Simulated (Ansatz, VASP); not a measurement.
# Li2P in VASP and in Ansatz

Contents of INCAR:

```
PREC = Accurate ; ENCUT = 520
EDIFF = 1E-7 ; ISMEAR = 0
SIGMA = 0.1 ; LREAL = False
LASPH = True ; NELM = 100
ALGO = Normal ; ISIF = 2
LWAVE = False ; LCHARG = False
GGA = PE ; NBANDS = 20
```

Contents of KPOINTS:

```
Automatic mesh
0
Gamma
  6 6 6
```

The input POSCAR:

```
Li2P
1.0
   -1.9036162235      1.9036162235      6.3974661851
    1.9036162235     -1.9036162235      6.3974661851
    1.9036162235      1.9036162235     -6.3974661851
Li P
4 2
Direct
    0.5000000000      0.0000000000      0.5000000000
    0.0000000000      0.5000000000      0.5000000000
    0.3280000000      0.3280000000      0.0000000000
    0.6720000000      0.6720000000      0.0000000000
    0.1350000000      0.1350000000      0.0000000000
    0.8650000000      0.8650000000      0.0000000000
```

Input for Ansatz:

```yaml
crystal:
  lattice:
    - [-1.9036162235, 1.9036162235, 6.3974661851]
    - [1.9036162235, -1.9036162235, 6.3974661851]
    - [1.9036162235, 1.9036162235, -6.3974661851]
  atoms:
    - { symbol: Li, position: [0.5, 0.0, 0.5] }
    - { symbol: Li, position: [0.0, 0.5, 0.5] }
    - { symbol: Li, position: [0.328, 0.328, 0.0] }
    - { symbol: Li, position: [0.672, 0.672, 0.0] }
    - { symbol: P, position: [0.135, 0.135, 0.0] }
    - { symbol: P, position: [0.865, 0.865, 0.0] }
basis:
  ecutwfc: 420
kpoints:
  mp_grid: { grid: [6, 6, 6] }
hamiltonian:
  xc: pbe
scf:
  occupations: { method: gaussian, width: 0.1 }
  lower_state_search: "off"
output:
  forces: true
  stress: true
  eigenvalues: true
```

Alike in both runs: task single point; functional PBE; k mesh 6 × 6 × 6; occupations gaussian, width 0.1 eV; no spin polarisation.

|  | VASP | Ansatz |
| --- | --- | --- |
| version | VASP 6.6.1 | Ansatz 0.2.0 |
| potentials or method | VASP PAW PBE potentials, release 64 (Li_sv, P), cutoff 520 eV | scalar-relativistic, plane waves, PAW |
| valence electrons in the cell | 22 | 22 |

|  | VASP | Ansatz | Ansatz less VASP |
| --- | --- | --- | --- |
| gap on the k mesh at the Fermi level (eV) | none | none | - |
| rms of the force components (eV/Å) | 0.262 | 0.263 | +0.0003 |

Atom by atom the forces differ by 0.001 eV/Å (rms over components). A gap of «none» marks a metal or a gap that the smearing closes.

The k mesh is coarse, so the values compare programs but aren't converged. Noted on VASP's run: the cutoff is short for stress, so the pressure is rough.
